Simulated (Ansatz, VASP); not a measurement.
BeS in VASP and in Ansatz

File INCAR:

```
  ALGO = Normal
  EDIFF = 1E-7
  ENCUT = 520
  GGA = PE
  ISIF = 2
  ISMEAR = -1
  LASPH = True
  LCHARG = True
  LELF = True
  LREAL = False
  LVHAR = True
  LWAVE = False
  NBANDS = 16
  NELM = 60
  PREC = Accurate
  SIGMA = 0.02
```

KPOINTS

```
k-points
0
Gamma
  12 12 6
```

File POSCAR:

```
BeS
1.0
    3.3843919729      0.0000000000      0.0000000000
   -1.6921959864      2.9309694249      0.0000000000
    0.0000000000      0.0000000000      5.3892302740
Be S
2 2
Direct
    0.0000000000      0.0000000000      0.0000000000
    0.0000000000      0.0000000000      0.5000000000
    0.3333333333      0.6666666667      0.2500000000
    0.6666666667      0.3333333333      0.7500000000
```

Input for Ansatz:

```yaml
crystal:
  lattice:
    - [3.3843919729, 0.0, 0.0]
    - [-1.6921959864, 2.9309694249, 0.0]
    - [0.0, 0.0, 5.389230274]
  atoms:
    - { symbol: Be, position: [0.0, 0.0, 0.0] }
    - { symbol: Be, position: [0.0, 0.0, 0.5] }
    - { symbol: S, position: [0.3333333333, 0.6666666667, 0.25] }
    - { symbol: S, position: [0.6666666667, 0.3333333333, 0.75] }
kpoints:
  mp_grid: { grid: [12, 12, 6] }
  band_path:
    path:
      - [0.0, 0.0, 0.0]
      - [0.5, 0.0, 0.0]
      - [0.3333333333, 0.3333333333, 0.0]
      - [0.0, 0.0, 0.5]
      - [0.5, 0.0, 0.5]
      - [0.3333333333, 0.3333333333, 0.5]
    npoints: 1
hamiltonian:
  xc: pbe
scf:
  occupations: { method: fermi_dirac, width: 0.02 }
  n_extra_bands: 5
output:
  forces: true
  stress: true
  eigenvalues: true
```

Change from the starting cell: hydrostatic strain +2.5%.

Alike in both runs: task single point; functional PBE; k mesh 12 × 12 × 6; occupations fermi-dirac, width 0.02 eV; no spin polarisation.

|  | VASP | Ansatz |
| --- | --- | --- |
| version | VASP 6.6.1 | Ansatz 0.2.0 |
| potentials or method | VASP PAW PBE potentials, release 64 (Be, S) | plane waves, PAW |
| plane-wave cutoff (eV) | 520 | 420 |
| valence electrons in the cell | 16 | 16 |

|  | VASP | Ansatz | Ansatz less VASP |
| --- | --- | --- | --- |
| gap on the k mesh at the Fermi level (eV) | 1.50 | 1.49 | -0.007 |
| pressure (GPa) | -7.3 | -7.2 | +0.08 |
| traceless stress, the component that is largest in VASP (GPa) | -0.16 | -0.15 | +0.002 |

The functional is the same, so the differences come from potentials, cutoffs and numerics.
